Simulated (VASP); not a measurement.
Runs of VASP 6.6.1 on BaH2. The structure is that of space group P6_3/mmc (No. 194), or close to it. The cells are those of the table. 

```csv
task,cell,gap on the mesh (eV),pressure (GPa)
relaxation of cell and atoms,"relaxed to 2 GPa from a = 4.328, b = 4.328, c = 5.635 Å, angles 90.0, 90.0, 120.0°, 6 atoms",(b),2.0
single point,"a = 4.349, b = 4.349, c = 5.689 Å, angles 90.0, 90.0, 120.0°, 6 atoms",1.59,2.1
single point,"a = 4.303, b = 4.303, c = 5.571 Å, angles 90.0, 90.0, 120.0°, 6 atoms",1.65,4.1
single point,"a = 4.369, b = 4.369, c = 5.746 Å, angles 90.0, 90.0, 120.0°, 6 atoms",1.56,1.4
relaxation of cell and atoms,"relaxed to 4 GPa from a = 4.303, b = 4.303, c = 5.571 Å, angles 90.0, 90.0, 120.0°, 6 atoms",1.65,4.0
single point,"a = 4.328, b = 4.328, c = 5.635 Å, angles 90.0, 90.0, 120.0°, 6 atoms",1.62,(c)
single point,"a = 4.383, b = 4.383, c = 5.785 Å, angles 90.0, 90.0, 120.0°, 6 atoms",(a),0.8
```

Alike in all rows: level PBEsol; potentials or basis VASP PAW PBE potentials, release 64 (Ba_sv, H); no spin polarisation; k mesh 9 × 9 × 6; cutoff (eV) 500; smearing gaussian 0.02 eV.

Task: Estimate the missing entries.

Result: (a) 1.54; (b) 1.58; (c) 3.0.

Caveats: the PAW data sets were made with another functional, which shifts forces and pressure a little; spin-orbit coupling is left out, which moves the levels of the heavy elements; an odd mesh through Γ misses points on the zone boundary, where band edges can lie; the cell is relaxed towards a set pressure, so the run minimises the enthalpy, not the energy (at least some runs); the cell stands under pressure (at least some runs).

A k mesh can miss the band edges, and the runs leave out spin-orbit coupling on Ba.
